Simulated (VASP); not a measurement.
A run of VASP 6.6.1:

Contents of INCAR:

```
SYSTEM = LiSi16
PREC = Accurate
ENCUT = 520
EDIFF = 1E-6
ISMEAR = -1
SIGMA = 0.02
LREAL = Auto
LASPH = .True.
NELM = 150
ALGO = Normal
ISIF = 2
LWAVE = .False.
LCHARG = .True.
ISPIN = 2
MAGMOM = 0 0 0 0 0 0 0 0 0 0 0 0 0 0 0 0 0
LORBIT = 11
GGA = PS
LELF = .True.
LVHAR = .True.
NBANDS = 52
```

Contents of KPOINTS:

```
regular mesh
0
Gamma
  2 2 2
  0 0 0
```

Contents of POSCAR:

```
LiSi16
1.0
    0.0000000000      5.4300000000      5.4300000000
    5.4300000000      0.0000000000      5.4300000000
    5.4300000000      5.4300000000      0.0000000000
Si Li
16 1
Direct
    0.0241436464      0.0531307551     -0.0110128913
    0.1249263352      0.2359023941      0.0737845304
    0.0160036832      0.0020441989      0.4463351750
    0.1171731123      0.1314088398      0.5806537753
   -0.0684438306      0.6152762431     -0.0126979742
    0.1263443831      0.6634898711      0.0959392265
   -0.0358839779      0.5057550645      0.4980018416
    0.0819705341      0.6246777164      0.6441804788
    0.5196500921     -0.0613812155      0.0329465930
    0.6453867403      0.0982228361      0.1197329650
    0.5190055249     -0.0192449355      0.4913812155
    0.6159300184      0.0981399632      0.6714732965
    0.5090423573      0.4552302026      0.0354880295
    0.5813996317      0.5952117864      0.1826887661
    0.4454511971      0.4701657459      0.5716022099
    0.6032412523      0.5809760589      0.6779742173
    0.2623664825      0.2848158379      0.5991436464
```

Potentials or basis: VASP PAW PBE potentials, release 64 (Si, Li_sv).

Launch:

```bash
$ cat potpaw_PBE.64/Si/POTCAR potpaw_PBE.64/Li_sv/POTCAR > POTCAR
$ mpirun -np 1 vasp_std > vasp.out
```

Hardware: 1 thread of Intel(R) Xeon(R) Platinum 8375C CPU @ 2.90GHz (Ice Lake), with other jobs on the host.

Q: Estimate the wall time of this run.

A: Wall time 12 min on 1 thread of Intel(R) Xeon(R) Platinum 8375C CPU @ 2.90GHz (Ice Lake), on a shared host, peak memory 0.7 GiB. Counts: scf iterations 14, k points 8.
